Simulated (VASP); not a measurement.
# CrO2 (Fm-3m) in VASP: notebook, part 2 of 2

VASP 6.6.1. The steps go on from the part before.

## (4) Relaxation of cell and atoms, PBE, collinear spin, ferrimagnetic start

This run uses another cell than the first one, of 9.35 Å³/atom, 1.075 times its volume.

INCAR reads:

```
  PREC = Accurate
  ENCUT = 600
  EDIFF = 1E-6
  ISMEAR = 0
  SIGMA = 0.1
  LREAL = False
  LASPH = True
  NELM = 150
  ALGO = Normal
  ISIF = 3
  LWAVE = False
  LCHARG = False
  ISPIN = 2
  MAGMOM = 2.15 -0.15 -0.15
  LORBIT = 11
  LMAXMIX = 4
  GGA = PE
  IBRION = 2
  NSW = 90
  EDIFFG = -0.04
```

KPOINTS reads:

```
regular mesh
0
Gamma
  6 6 6
```

POSCAR reads:

```
CrO2
1.0
    0.0000000000      2.4116529213      2.4116529213
    2.4116529213      0.0000000000      2.4116529213
    2.4116529213      2.4116529213      0.0000000000
Cr O
1 2
Direct
    0.0000000000      0.0000000000      0.0000000000
    0.2500000000      0.2500000000      0.2500000000
    0.7500000000      0.7500000000      0.7500000000
```

Potentials or basis: VASP PAW PBE potentials, release 64 (Cr_pv, O).

Started as:

```console
> cat potpaw_PBE.64/Cr_pv/POTCAR potpaw_PBE.64/O/POTCAR > POTCAR
> mpirun -np 1 vasp_std > vasp.out
```

OUTCAR:

```text
PREC = Accurate
   ENCUT = 600
   EDIFF = 1E-6
   ISMEAR = 0
   LREAL = False
   LASPH = True
   NELM = 150
   ISIF = 3
   ISPIN = 2
   LORBIT = 11
   GGA = PE
   IBRION = 2
   NSW = 90
   EDIFFG = -0.04

 ion  position               nearest neighbor table
   1  0.000  0.000  0.000-   3 2.09   3 2.09   3 2.09   2 2.09   3 2.09   2 2.09   2 2.09   2 2.09

   2  0.250  0.250  0.250-   1 2.09   1 2.09   1 2.09   1 2.09
   3  0.750  0.750  0.750-   1 2.09   1 2.09   1 2.09   1 2.09

  LATTYP: Found a face centered cubic cell.
 ALAT       =     4.8233058426

  Lattice vectors:

 A1 = (   0.0000000000,   2.4116529213,   2.4116529213)
 A2 = (   2.4116529213,   0.0000000000,   2.4116529213)
 A3 = (   2.4116529213,   2.4116529213,   0.0000000000)

Analysis of symmetry for initial positions (statically):
=====================================================================
 Subroutine PRICEL returns:
 Original cell was already a primitive cell.

 Routine SETGRP: Setting up the symmetry group for a
 face centered cubic supercell.

 Subroutine GETGRP returns: Found 48 space group operations
 (whereof 48 operations were pure point group operations)
 out of a pool of 48 trial point group operations.

The static configuration has the point symmetry O_h .

Analysis of symmetry for dynamics (positions and initial velocities):
=====================================================================
[... 239 lines left out ...]

 number of electron      23.9999993 magnetization       1.9999763

 Free energy of the ion-electron system (eV)
  ---------------------------------------------------
  ext. energy  EPLUGINS =         0.00000000
  ---------------------------------------------------
  free energy    TOTEN  =       -24.36239642 eV

  energy without entropy =      -24.36239379  energy(sigma->0) =      -24.36239511

 E-fermi :   7.2232     XC(G=0): -12.5263

 val. band max:        6.9840161823   @ k =   0.5000   0.5000   0.0000
 cond. band min:       7.4729568091   @ k =   0.5000   0.0000   0.0000
 fundamental gap:      0.4889406269
 Fermi energy:         7.2232250134

 spin component 1

 k-point     1 :       0.0000    0.0000    0.0000
  band No.  band energies     occupation
      1     -37.7384      1.00000
      2     -37.7383      1.00000
      3     -37.7382      1.00000
      4     -13.4148      1.00000
      5      -8.9516      1.00000
      6       0.4466      1.00000
[... 296 lines left out ...]
      3     -37.7645      1.00000
      4     -11.2410      1.00000
      5     -10.8540      1.00000
      6      -0.4630      1.00000
[... 9 lines left out ...]
     16       9.5655      0.00000
     17      11.8207      0.00000
 Fermi energy:         7.2232250134

 spin component 2

 k-point     1 :       0.0000    0.0000    0.0000
  band No.  band energies     occupation
      1     -35.4762      1.00000
      2     -35.4761      1.00000
      3     -35.4761      1.00000
      4     -13.5046      1.00000
      5      -9.1725      1.00000
      6       0.7106      1.00000
[... 339 lines left out ...]
  FREE ENERGIE OF THE ION-ELECTRON SYSTEM (eV)
  ---------------------------------------------------
  free  energy   TOTEN  =       -24.3623964221 eV

  energy  without entropy=      -24.3623937901  energy(sigma->0) =      -24.36239511

 reached required accuracy - stopping structural energy minimisation

 total charge

# of ion       s       p       d       tot
------------------------------------------
    1        0.306   6.356   3.937  10.598
    2        1.579   3.432   0.000   5.011
    3        1.579   3.432   0.000   5.011
--------------------------------------------------
tot          3.464  13.220   3.937  20.620

 magnetization (x)

# of ion       s       p       d       tot
------------------------------------------
    1        0.029   0.032   2.105   2.167
    2       -0.002  -0.107   0.000  -0.109
    3       -0.002  -0.107   0.000  -0.109
--------------------------------------------------
tot          0.024  -0.182   2.105   1.948
```

Run time: 28 s. Hardware: 1 thread of Intel Xeon 6975P-C (Granite Rapids), shared host; peak memory 0.18 GiB.

What came out:

* Free energy: -24.3624 eV
* Relaxed volume: 8.71 Å³/atom
* Relaxed cell: a = 3.331 Å, b = 3.331 Å, c = 3.331 Å, α = 60.00°, β = 60.00°, γ = 60.00°
* Space group after relaxing (to 0.05 Å): Fm-3m (No. 225)
* Energy gained by relaxing: 33.0 meV/atom
* Ionic steps: 3
* Pressure after relaxing: -0.1 GPa
* Band gap on the k mesh: 0.49 eV, indirect (least direct gap 0.51 eV)
* Net moment: 2.00 μB per cell
* Site moments: Cr +2.17; O -0.11 μB
* Valence electrons inside the program's atomic spheres: Cr 10.60; O 5.01

Step by step:
```
step  energy change (eV)  largest force (eV/Å)  pressure (GPa)  volume (Å³)
   1              0.0000                0.0000          -15.27        28.05
   2             -0.0185                0.0000           17.61        24.59
   3             -0.0990                0.0000           -0.14        26.14
```

Final structure:
```yaml
crystal:
  lattice:
    - [0.00000, 2.35554, 2.35554]
    - [2.35554, 0.00000, 2.35554]
    - [2.35554, 2.35554, 0.00000]
  atoms:
    - { symbol: Cr, position: [0.00000, 0.00000, 0.00000] }
    - { symbol: O, position: [0.25000, 0.25000, 0.25000] }
    - { symbol: O, position: [0.75000, 0.75000, 0.75000] }
```

Caveat: a cell with one magnetic atom can't hold antiferromagnetic order, which such compounds often take.

## (5) The runs side by side

```tsv
task	spin	cell	cutoff (eV)	gap on the mesh (eV)	pressure (GPa)	moment (μB)
single point	collinear, ferrimagnetic start	a = 3.329 Å, angles 60.0°, 3 atoms	520	0.50	0.7	2.00
single point	collinear, ferromagnetic start	a = 3.411 Å, angles 60.0°, 3 atoms	520	0.22	-15.1	2.00
relaxation of cell and atoms	collinear, ferrimagnetic start	relaxed from a = 3.411 Å, angles 60.0°, 3 atoms	600	0.49	-0.1	2.00
```

Alike in all rows: level PBE; potentials or basis VASP PAW PBE potentials, release 64 (Cr_pv, O); k mesh 6 × 6 × 6; smearing gaussian 0.1 eV.

Caveats: a cell with one magnetic atom can't hold antiferromagnetic order, which such compounds often take.

Absolute energies hang on the potentials; compare differences alone.
